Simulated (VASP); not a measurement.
CuSi16 (a cell with a defect): single point with PBEsol

The system is CuSi16 (a cell with a defect).

```
CELL_PARAMETERS angstrom
0.00000 5.43000 5.43000
5.43000 0.00000 5.43000
5.43000 5.43000 0.00000
ATOMIC_POSITIONS crystal
Si 0.98905 0.03304 0.98932
Si 0.12168 0.14147 0.12183
Si 0.01002 0.00061 0.49502
Si 0.12157 0.14152 0.61578
Si 0.99953 0.51449 0.99989
Si 0.11354 0.65951 0.11386
Si 0.99956 0.51454 0.48688
Si 0.14272 0.62740 0.61529
Si 0.49485 0.00048 0.01027
Si 0.61551 0.14145 0.12182
Si 0.49479 0.00061 0.49503
Si 0.63726 0.08841 0.63747
Si 0.48656 0.51450 0.99985
Si 0.61495 0.62723 0.14321
Si 0.51180 0.46480 0.51231
Si 0.61508 0.62751 0.61532
Cu 0.78441 0.64683 0.78482
```

```yaml
Program: VASP 6.6.1
Task: single point
Functional: PBEsol
Potentials_or_basis: VASP PAW PBE potentials, release 64 (Si, Cu)
Cutoff: 520 eV
k_mesh: 2 × 2 × 2
Occupations: gaussian, width 0.02 eV
Spin: collinear spin, ferromagnetic start
Starting_moments: "[0.0, 0.0, 0.0, 0.0, 0.0, 0.0, 0.0, 0.0, 0.0, 0.0, 0.0, 0.0, 0.0, 0.0, 0.0, 0.0, 1.0] μB"
```

The pressure is 2.1 GPa and the largest force is 0.065 eV/Å. The net moment is 0.50 μB per cell. The site moments are Si +0.00, +0.01, +0.03; Cu +0.04 μB and the valence electrons inside the program's atomic spheres are Si 1.70, 1.69, 1.68; Cu 10.17.

Forces on the atoms (eV/Å):
```
Si  -0.014  0.013 -0.013
Si  -0.020 -0.020 -0.020
Si  -0.007  0.009  0.013
Si   0.014  0.018 -0.019
Si   0.003  0.021  0.003
Si   0.030 -0.027  0.029
Si  -0.024 -0.004  0.003
Si  -0.016  0.019  0.028
Si   0.012  0.010 -0.010
Si  -0.019  0.019  0.018
Si  -0.006 -0.016 -0.007
Si   0.040 -0.034  0.038
Si   0.003 -0.003 -0.025
Si   0.029  0.017 -0.014
Si  -0.003  0.001 -0.003
Si  -0.021 -0.028 -0.022
Cu  -0.001  0.004 -0.001
```

Stress tensor (GPa, compression positive):
```
 2.08  0.09 -0.08
 0.09  2.08  0.09
-0.08  0.09  2.08
```

Levels at points of the mesh, in eV from the Fermi level:
Spin up:
```tsv
k point	band 34	band 35	band 36	band 37	band 38	band 39	band 40	band 41	band 42	band 43
(0.00, 0.00, 0.00)	-1.56	-1.14	-0.62	-0.45	-0.44	-0.33	0.00	0.00	0.13	0.13
(0.50, 0.00, 0.00)	-1.41	-1.37	-1.34	-1.22	-0.01	0.52	0.62	0.74	0.84	0.87
(0.00, 0.50, 0.00)	-1.37	-1.37	-1.01	-1.00	-0.04	0.37	0.82	0.83	0.97	0.97
(0.00, 0.00, 0.50)	-1.41	-1.37	-1.34	-1.22	-0.01	0.52	0.62	0.74	0.84	0.88
(0.50, 0.50, 0.50)	-1.41	-1.37	-1.34	-1.22	0.00	0.52	0.62	0.74	0.84	0.88
(0.50, 0.50, 0.00)	-2.01	-1.94	-1.90	-1.60	0.11	0.36	1.35	1.49	1.62	1.75
(0.00, 0.50, 0.50)	-2.01	-1.94	-1.90	-1.60	0.11	0.36	1.35	1.49	1.62	1.75
(0.50, 0.00, 0.50)	-2.01	-1.94	-1.90	-1.60	0.11	0.36	1.35	1.49	1.62	1.75
```
Spin down:
| k point | band 33 | band 34 | band 35 | band 36 | band 37 | band 38 | band 39 | band 40 | band 41 | band 42 |
| --- | --- | --- | --- | --- | --- | --- | --- | --- | --- | --- |
| (0.00, 0.00, 0.00) | -1.54 | -1.54 | -1.08 | -0.58 | -0.43 | -0.42 | -0.28 | 0.05 | 0.05 | 0.16 |
| (0.50, 0.00, 0.00) | -2.49 | -1.39 | -1.35 | -1.33 | -1.20 | 0.08 | 0.57 | 0.65 | 0.79 | 0.88 |
| (0.00, 0.50, 0.00) | -2.63 | -1.35 | -1.35 | -0.98 | -0.98 | 0.03 | 0.42 | 0.86 | 0.86 | 1.00 |
| (0.00, 0.00, 0.50) | -2.49 | -1.39 | -1.35 | -1.33 | -1.20 | 0.08 | 0.57 | 0.65 | 0.79 | 0.88 |
| (0.50, 0.50, 0.50) | -2.49 | -1.39 | -1.35 | -1.33 | -1.20 | 0.08 | 0.57 | 0.65 | 0.79 | 0.88 |
| (0.50, 0.50, 0.00) | -2.30 | -1.98 | -1.92 | -1.88 | -1.58 | 0.17 | 0.41 | 1.40 | 1.53 | 1.66 |
| (0.00, 0.50, 0.50) | -2.30 | -1.98 | -1.92 | -1.87 | -1.58 | 0.17 | 0.41 | 1.40 | 1.53 | 1.66 |
| (0.50, 0.00, 0.50) | -2.30 | -1.98 | -1.92 | -1.87 | -1.58 | 0.17 | 0.41 | 1.40 | 1.53 | 1.66 |

Wall time 7.1 min on 1 thread of Intel(R) Xeon(R) 6975P-C (Granite Rapids) (shared host), peak memory 0.72 GiB.

Caveat: the k points lie up to 0.50 Å⁻¹ apart; the PAW data sets were made with another functional, which shifts forces and pressure a little.
